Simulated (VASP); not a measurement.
A run of VASP 6.6.1 is set up as follows.

File INCAR:

```
SYSTEM = I
PREC = Accurate
ENCUT = 600
EDIFF = 1E-6
ISMEAR = -1
SIGMA = 0.08
LREAL = .FALSE.
LASPH = .TRUE.
NELM = 100
ALGO = Normal
ISIF = 4
LWAVE = .FALSE.
LCHARG = .FALSE.
IBRION = 2
NSW = 50
EDIFFG = -0.005
```

File KPOINTS:

```
Automatic mesh
0
G
  12 12 7
  0 0 0
```

Contents of POSCAR:

```
I
1.0
    3.3466308488      0.0000000000      0.0000000000
   -1.6733154244      2.8982673322      0.0000000000
    0.0000000000      0.0000000000      4.1275233688
I
2
Direct
    0.3333333333      0.6666666667      0.2500000000
    0.6666666667      0.3333333333      0.7500000000
```

Potentials or basis: VASP PAW LDA potentials, release 64 (I).

The run is started by

```console
$ cat potpaw_LDA.64/I/POTCAR > POTCAR
$ mpirun -np 1 vasp_std > vasp.out
```

Question: What does it give for the band gap on the k mesh?

Answer: Zero (bands 7 and 8 overlap by 6.89 eV).

Step by step:
```csv
step,energy change (eV),largest force (eV/Å),pressure (GPa),volume (Å³)
1,0.0000,0.0000,65.24,40.03
2,-0.7900,0.0000,51.56,40.03
3,-0.8404,0.0000,50.29,40.03
4,-0.5574,0.0000,56.77,40.03
5,-0.8446,0.0000,50.31,40.03
6,-0.8416,0.0000,50.54,40.03
7,-0.8455,0.0000,50.34,40.03
8,-0.8450,0.0000,50.40,40.03
9,-0.8455,0.0000,50.34,40.03
10,-0.8455,0.0000,50.35,40.03
```

Caveat: a cell axis changed by over 15 % at a fixed basis, so the end point is rough; spin-orbit coupling is left out, which moves the levels of the heavy elements.
